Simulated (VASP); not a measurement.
## Ge: relaxation of cell and atoms with PBE

Ge:

```
Ge
1.0
     4.75315    0.00000    0.00000
    -2.37657    4.11634    0.00000
     0.00000    0.00000    2.68416
Ge
3
Direct
  0.00000 0.00000 0.00000
  0.33333 0.66667 0.50000
  0.66667 0.33333 0.50000
```

This isn't the form of Ge at room conditions, which is diamond.

```yaml
Program: VASP 6.6.1
Task: relaxation of cell and atoms
Functional: PBE
Potentials_or_basis: VASP PAW PBE potentials, release 64 (Ge_d)
Cutoff: 600 eV
k_mesh: 8 × 8 × 11
Occupations: fermi-dirac, width 0.05 eV
Spin: no spin polarisation
Target_pressure: 8.2 GPa
Dipole_correction: no
Further_INCAR_settings: ALGO = Normal; EDIFF = 1e-06; IBRION = 2; EDIFFG = -0.005; NSW = 32; ISIF = 3
```

```
Pressure after relaxing : 8.2 GPa
Band gap on the k mesh  : zero (bands 21 and 22 overlap by 5.34 eV)
```

Final structure:
```
CELL_PARAMETERS angstrom
4.75315 0.00000 0.00000
-2.37657 4.11634 0.00000
0.00000 0.00000 2.68416
ATOMIC_POSITIONS crystal
Ge 0.00000 0.00000 0.00000
Ge 0.33333 0.66667 0.50000
Ge 0.66667 0.33333 0.50000
```

Levels at points of the mesh, in eV from the Fermi level:
```
           k point  band 17  band 18  band 19  band 20  band 21  band 22  band 23  band 24  band 25
(0.00, 0.00, 0.00)    -6.84    -6.59    -3.60    -3.60    -3.52    -3.52     5.90     9.25     9.25
(0.50, 0.00, 0.00)   -11.55    -8.06    -5.88     1.01     1.11     2.83     3.09     4.75     7.98
```

It took 2.3 min on 1 thread of AMD EPYC 7R13, on a shared host, peak memory 0.2 GiB.

Caveat: the cell is relaxed towards a set pressure, so the run minimises the enthalpy, not the energy.
